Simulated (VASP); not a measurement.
# GePt2 (P-62m) in VASP: notebook

GePt2 is run at these levels: PBEsol; tasks: relaxation of shape and atoms at fixed volume, single point.

All numbers are computed with VASP 6.6.1; they aren't measurements. Logs are shortened: lines on timing, memory, paths and dates and some standing lists are left out, and cuts for length are marked.

### 1 The cell of the first run

Symmetry: P-62m, No. 189, hexagonal system. Conventional cell: a = 6.828 Å, b = 6.828 Å, c = 3.493 Å, α = 90.00°, β = 90.00°, γ = 120.00°. Ge (site symmetry -6) has 9 Pt at 2.46 to 2.76 Å within 3.2 Å. Within 3.5 Å of Ge (site symmetry -62m) lie 9 Pt at 2.57 to 2.61 Å and 2 Ge at 3.49 Å. Within 3.5 Å of Pt (site symmetry m2m) lie 5 Ge at 2.57 to 2.76 Å and 8 Pt at 2.89 to 3.49 Å. Within 3.2 Å of Pt (site symmetry m2m) lie 4 Ge at 2.46 to 2.61 Å and 6 Pt at 2.89 to 2.91 Å.

### 2 Relaxation of shape and atoms at fixed volume, PBEsol (15.67 Å³/atom)

File INCAR:

```
  ALGO = Fast
  EDIFF = 1E-7
  EDIFFG = -0.01
  ENCUT = 600
  GGA = PS
  IBRION = 2
  ISIF = 4
  ISMEAR = 0
  LASPH = T
  LCHARG = F
  LREAL = F
  LWAVE = F
  NELM = 80
  NSW = 50
  PREC = Accurate
  SIGMA = 0.1
```

File KPOINTS:

```
k-points
0
Gamma
  6 6 10
```

File POSCAR:

```
GePt2
1.0
    6.8276676534      0.0000000000      0.0000000000
   -3.4138338267      5.9129336364      0.0000000000
    0.0000000000      0.0000000000      3.4929248270
Ge Pt
3 6
Direct
    0.6666666667      0.3333333333      0.0000000000
    0.3333333333      0.6666666667      0.0000000000
    0.0000000000      0.0000000000      0.5000000000
    0.6229372235      0.0000000000      0.5000000000
    0.3770627765      0.3770627765      0.5000000000
    0.0000000000      0.6229372235      0.5000000000
    0.0000000000      0.2849128555      0.0000000000
    0.7150871445      0.7150871445      0.0000000000
    0.2849128555      0.0000000000      0.0000000000
```

Potentials or basis: VASP PAW PBE potentials, release 64 (Ge_d, Pt).

The run is started by

```bash
> cat potpaw_PBE.64/Ge_d/POTCAR potpaw_PBE.64/Pt/POTCAR > POTCAR
> mpirun -np 1 vasp_std > vasp.out
```

OUTCAR:

```text
EDIFF = 1E-7
   EDIFFG = -0.01
   ENCUT = 600
   GGA = PS
   IBRION = 2
   ISIF = 4
   ISMEAR = 0
   LASPH = T
   LREAL = F
   NELM = 80
   NSW = 50
   PREC = Accurate

 ion  position               nearest neighbor table
   1  0.667  0.333  0.000-   7 2.46   9 2.46   8 2.46   4 2.76   4 2.76   6 2.76   6 2.76   5 2.76
                             5 2.76
   2  0.333  0.667  0.000-   9 2.46   7 2.46   8 2.46   6 2.76   6 2.76   4 2.76   4 2.76   5 2.76
                             5 2.76
   3  0.000  0.000  0.500-   5 2.57   6 2.57   4 2.57   7 2.61   8 2.61   7 2.61   8 2.61   9 2.61
                             9 2.61
   4  0.623  0.000  0.500-   3 2.57   1 2.76   1 2.76   2 2.76   2 2.76   9 2.89   9 2.89   7 2.91
                             7 2.91   8 2.91   8 2.91
   5  0.377  0.377  0.500-   3 2.57   2 2.76   2 2.76   1 2.76   1 2.76   8 2.89   8 2.89   9 2.91
                             9 2.91   7 2.91   7 2.91
   6  0.000  0.623  0.500-   3 2.57   2 2.76   2 2.76   1 2.76   1 2.76   7 2.89   7 2.89   9 2.91
                             9 2.91   8 2.91   8 2.91
   7  0.000  0.285  0.000-   1 2.46   2 2.46   3 2.61   3 2.61   6 2.89   6 2.89   4 2.91   4 2.91
                             5 2.91   5 2.91   8 3.37   9 3.37
   8  0.715  0.715  0.000-   1 2.46   2 2.46   3 2.61   3 2.61   5 2.89   5 2.89   4 2.91   4 2.91
                             6 2.91   6 2.91   7 3.37   9 3.37
   9  0.285  0.000  0.000-   2 2.46   1 2.46   3 2.61   3 2.61   4 2.89   4 2.89   5 2.91   6 2.91
                             5 2.91   6 2.91   7 3.37   8 3.37

  LATTYP: Found a hexagonal cell.
 ALAT       =     6.8276676534
 C/A-ratio  =     0.5115838972

  Lattice vectors:

 A1 = (   6.8276676534,   0.0000000000,   0.0000000000)
 A2 = (  -3.4138338267,   5.9129336364,   0.0000000000)
 A3 = (   0.0000000000,   0.0000000000,   3.4929248270)

Analysis of symmetry for initial positions (statically):
=====================================================================
 Subroutine PRICEL returns:
 Original cell was already a primitive cell.

 Routine SETGRP: Setting up the symmetry group for a
 hexagonal supercell.

 Subroutine GETGRP returns: Found 12 space group operations
 (whereof 12 operations were pure point group operations)
 out of a pool of 24 trial point group operations.

The static configuration has the point symmetry D_3h.

Analysis of symmetry for dynamics (positions and initial velocities):
=====================================================================
 Subroutine PRICEL returns:
 Original cell was already a primitive cell.

 Routine SETGRP: Setting up the symmetry group for a
 hexagonal supercell.

 Subroutine GETGRP returns: Found 12 space group operations
 (whereof 12 operations were pure point group operations)
 out of a pool of 24 trial point group operations.

The dynamic configuration has the point symmetry D_3h.

 Subroutine INISYM returns: Found 12 space group operations
 (whereof 12 operations are pure point group operations),
 and found     1 'primitive' translations

----------------------------------------------------------------------------------------

                                     Primitive cell

  volume of cell :     141.0148

  direct lattice vectors                    reciprocal lattice vectors
     6.827667653  0.000000000  0.000000000     0.146462899  0.084560394  0.000000000
    -3.413833827  5.912933636  0.000000000     0.000000000  0.169120789  0.000000000
     0.000000000  0.000000000  3.492924827     0.000000000  0.000000000  0.286293021

  length of vectors
     6.827667653  6.827667653  3.492924827     0.169120789  0.169120789  0.286293021

  position of ions in fractional coordinates (direct lattice)
     0.666666667  0.333333333  0.000000000
     0.333333333  0.666666667  0.000000000
     0.000000000  0.000000000  0.500000000
     0.622937224  0.000000000  0.500000000
     0.377062776  0.377062776  0.500000000
     1.000000000  0.622937224  0.500000000
     1.000000000  0.284912855  0.000000000
     0.715087145  0.715087145  0.000000000
     0.284912855  0.000000000  0.000000000

  ion indices of the primitive-cell ions
   primitive index   ion index
                 1           1
                 2           2
                 3           3
                 4           4
                 5           5
                 6           6
                 7           7
                 8           8
                 9           9

----------------------------------------------------------------------------------------

 KPOINTS: k-points

Automatic generation of k-mesh.
 Grid dimensions read from file:
 generate k-points for:    6    6   10

 Generating k-lattice:

  Cartesian coordinates                     Fractional coordinates (reciprocal lattice)
     0.024410483  0.014093399  0.000000000     0.166666667  0.000000000  0.000000000
     0.000000000  0.028186798  0.000000000     0.000000000  0.166666667  0.000000000
     0.000000000  0.000000000  0.028629302     0.000000000  0.000000000  0.100000000

  Length of vectors
     0.028186798  0.028186798  0.028629302

  Shift w.r.t. Gamma in fractional coordinates (k-lattice)
     0.000000000  0.000000000  0.000000000

 Subroutine IBZKPT returns following result:
 ===========================================

 Found     42 irreducible k-points:

 Following reciprocal coordinates:
            Coordinates               Weight
  0.000000  0.000000  0.000000      1.000000
  0.166667  0.000000  0.000000      6.000000
  0.333333  0.000000  0.000000      6.000000
  0.500000 -0.000000  0.000000      3.000000
  0.166667  0.166667  0.000000      6.000000
  0.333333  0.166667  0.000000     12.000000
[... 16 lines left out ...]
  0.166667  0.000000  0.300000     12.000000
  0.333333  0.000000  0.300000     12.000000
 [... further k-points ...]
   k-points           NKPTS =     42   k-points in BZ     NKDIM =     42   number of bands    NBANDS=     61
   number of dos      NEDOS =    301   number of ions     NIONS =      9
   total plane-waves  NPLWV =  87808
   dimension x,y,z NGX =    56 NGY =   56 NGZ =   28
   dimension x,y,z NGXF=   112 NGYF=  112 NGZF=   56
   ions per type =               3   6
   NGX,Y,Z   is equivalent  to a cutoff of  13.64, 13.64, 13.33 a.u.
   NGXF,Y,Z  is equivalent  to a cutoff of  27.27, 27.27, 26.65 a.u.
 SYSTEM =  unknown system
   PREC   = accura    normal or accurate (medium, high low for compatibility)
   ISTART =      0    job   : 0-new  1-cont  2-samecut
   ICHARG =      2    charge: 1-file 2-atom 10-const
   ISPIN  =      1    spin polarized calculation?
   LNONCOLLINEAR =      F non collinear calculations
   LSORBIT =      F    spin-orbit coupling
   LASPH  =      T    aspherical Exc in radial PAW
   ENCUT  =  600.0 eV  44.10 Ry    6.64 a.u.  13.64 13.64  6.98*2*pi/ulx,y,z
   NELM   =     80;   NELMIN=  2; NELMDL= -5     # of ELM steps
   EDIFF  = 0.1E-06   stopping-criterion for ELM
   LREAL  =      F    real-space projection
   EDIFFG = -.1E-01   stopping-criterion for IOM
   NSW    =     50    number of steps for IOM
   IBRION =      2    ionic relax: 0-MD 1-quasi-New 2-CG
   NFREE  =      1    steps in history (QN), initial steepest desc. (CG)
   ISIF   =      4    stress and relaxation
   ISYM   =      2    0-nonsym 1-usesym 2-fastsym
   POTIM  = 0.5000    time-step for ionic-motion
   TEBEG  =    0.0;   TEEND  =   0.0 temperature during run
   PSTRESS=    0.0 pullay stress
   NELECT =     102.0000    total number of electrons
   NUPDOWN=      -1.0000    fix difference up-down
   EMIN   =  10.00;   EMAX   =-10.00  energy-range for DOS
   EFERMI =   0.00;   METHOD = LEGACY
   ISMEAR =     0;   SIGMA  =   0.10  broadening in eV -4-tet -1-fermi 0-gaus
   EFERMI_NEDOS =   21; number of points for ismear=-14 and -15
   IALGO  =     68    algorithm
   IMIX   =      4    mixing-type and parameters
     AMIX     =   0.40;   BMIX     =  1.00
     AMIX_MAG =   1.60;   BMIX_MAG =  1.00
  volume/ion in A,a.u.               =      15.67       105.73
  Fermi-wavevector in a.u.,A,eV,Ry     =   1.469558  2.777062 29.383145  2.159600
  Thomas-Fermi vector in A             =   2.584921
   LORBIT       =      0    0 simple, 1 ext, 2 COOP (PROOUT), +10 PAW based schemes
   GGA     = PS    functional components
   LHFCALC =     F    Hartree Fock is set to
   AEXX    =    0.0000 exact exchange contribution
   IVDW    =     0    specifies the selected vdW correction
   LEPSILON=     F    determine dielectric tensor
   LRPA    =     F    only Hartree local field effects (RPA)
 conjugate gradient relaxation of ions
 non-spin polarized calculation
 RMM-DIIS sequential band-by-band and
 Gauss-broadening in eV      SIGMA  =   0.10
  energy-cutoff  :      600.00
  volume of cell :      141.01
 maximum number of plane-waves:      4754
 NGX is ok and might be reduce to    56
   NGX = 27   NGY = 27   NGZ = 13

--------------------------------------- Ionic step        1  -------------------------------------------

 number of electron     101.9999990 magnetization

 Free energy of the ion-electron system (eV)
  ---------------------------------------------------
  ext. energy  EPLUGINS =         0.00000000
  ---------------------------------------------------
  free energy    TOTEN  =       -59.87159189 eV

  energy without entropy =      -59.86504943  energy(sigma->0) =      -59.86832066

------------------------ aborting loop because EDIFF is reached ----------------------------------------

  FORCE on cell =-STRESS in cart. coord.  units (eV):
  Direction    XX          YY          ZZ          XY          YZ          ZX
  --------------------------------------------------------------------------------------
  -------------------------------------------------------------------------------------
  Total       -5.6125062     -5.6125062     -4.6550470     -0.0000000      0.0000000      0.0000000
  in kB      -63.7680005    -63.7680005    -52.8895695     -0.0000000      0.0000000      0.0000000
  external PRESSURE =     -60.1418568 kB  Pullay stress =       0.0000000 kB
[... 286 lines left out ...]
  energy  without entropy=      -59.8710419210  energy(sigma->0) =      -59.87467526

--------------------------------------- Ionic step        8  -------------------------------------------

 number of electron     101.9999982 magnetization

 Free energy of the ion-electron system (eV)
  ---------------------------------------------------
  ext. energy  EPLUGINS =         0.00000000
  ---------------------------------------------------
  free energy    TOTEN  =       -59.87835908 eV

  energy without entropy =      -59.87109390  energy(sigma->0) =      -59.87472649

 E-fermi :   9.8247     XC(G=0): -13.0169

 val. band max:        9.7966363603   @ k =   0.1667   0.0000   0.2000
 cond. band min:       9.8874040611   @ k =   0.3333   0.0000   0.1000
 fundamental gap:      0.0907677008
 Fermi energy:         9.8247374585

 k-point     1 :       0.0000    0.0000    0.0000
  band No.  band energies     occupation
      1     -15.0196      2.00000
      2     -15.0102      2.00000
      3     -15.0060      2.00000
      4     -15.0060      2.00000
      5     -15.0058      2.00000
      6     -14.9841      2.00000
[... 1525 lines left out ...]
     60      15.5852      0.00000
     61      15.6438      0.00000

 [... further k-points ...]

------------------------ aborting loop because EDIFF is reached ----------------------------------------

  FORCE on cell =-STRESS in cart. coord.  units (eV):
  Direction    XX          YY          ZZ          XY          YZ          ZX
  --------------------------------------------------------------------------------------
  -------------------------------------------------------------------------------------
  Total       -4.7862808     -4.7862808     -4.8449218      0.0000000      0.0000000      0.0000000
  in kB      -54.3806181    -54.3806181    -55.0468837      0.0000000      0.0000000      0.0000000
  external PRESSURE =     -54.6027066 kB  Pullay stress =       0.0000000 kB
[... 24 lines left out ...]
  FREE ENERGIE OF THE ION-ELECTRON SYSTEM (eV)
  ---------------------------------------------------
  free  energy   TOTEN  =       -59.8783590766 eV

  energy  without entropy=      -59.8710939048  energy(sigma->0) =      -59.87472649

 reached required accuracy - stopping structural energy minimisation
```

Wall time 40 min (1 thread of AMD EPYC 9R14 (Zen 4), shared host); peak memory 0.49 GiB.

Results:

```yaml
Free_energy: -59.8784 eV
Energy_gained_by_relaxing: 0.8 meV/atom
Ionic_steps: 8
Pressure_after_relaxing: -5.5 GPa
Largest_force_after_relaxing: 0.010 eV/Å
Band_gap_on_the_k_mesh: zero (bands 51 and 52 overlap by 1.24 eV)
```

Forces on the atoms (eV/Å):
```
Ge   0.000  0.000  0.000
Ge   0.000  0.000  0.000
Ge   0.000  0.000  0.000
Pt   0.005  0.000  0.000
Pt  -0.002 -0.004  0.000
Pt  -0.002  0.004  0.000
Pt  -0.005  0.008  0.000
Pt  -0.005 -0.008  0.000
Pt   0.010  0.000  0.000
```

The path:
| step | energy change (eV) | largest force (eV/Å) | pressure (GPa) | volume (Å³) |
| --- | --- | --- | --- | --- |
| 1 | 0.0000 | 0.0862 | -6.01 | 141.01 |
| 2 | -0.0040 | 0.0645 | -5.81 | 141.01 |
| 3 | -0.0060 | 0.0566 | -5.44 | 141.01 |
| 4 | -0.0061 | 0.0592 | -5.51 | 141.01 |
| 5 | -0.0067 | 0.0197 | -5.48 | 141.01 |
| 6 | -0.0067 | 0.0119 | -5.46 | 141.01 |
| 7 | -0.0067 | 0.0131 | -5.46 | 141.01 |
| 8 | -0.0068 | 0.0097 | -5.46 | 141.01 |

Final structure:
```xyz
9
Lattice="6.7995 0.0000 0.0000 -3.3997 5.8885 0.0000 0.0000 0.0000 3.5220" Properties=species:S:1:pos:R:3 pbc="T T T"
Ge    3.3997    1.9628    0.0000
Ge    0.0000    3.9257    0.0000
Ge    0.0000    0.0000    1.7610
Pt    4.2498    0.0000    1.7610
Pt    1.2749    2.2081    1.7610
Pt    4.6746    3.6804    1.7610
Pt    5.8264    1.6854    0.0000
Pt    2.4267    4.2031    3.5220
Pt    1.9461    0.0000    0.0000
```

Caveat: the PAW data sets were made with another functional, which shifts forces and pressure a little; spin-orbit coupling is left out, which moves the levels of the heavy elements.

[end of part 1 of 2]

The gap in the log of VASP goes by the Fermi energy; the results here count the filled bands.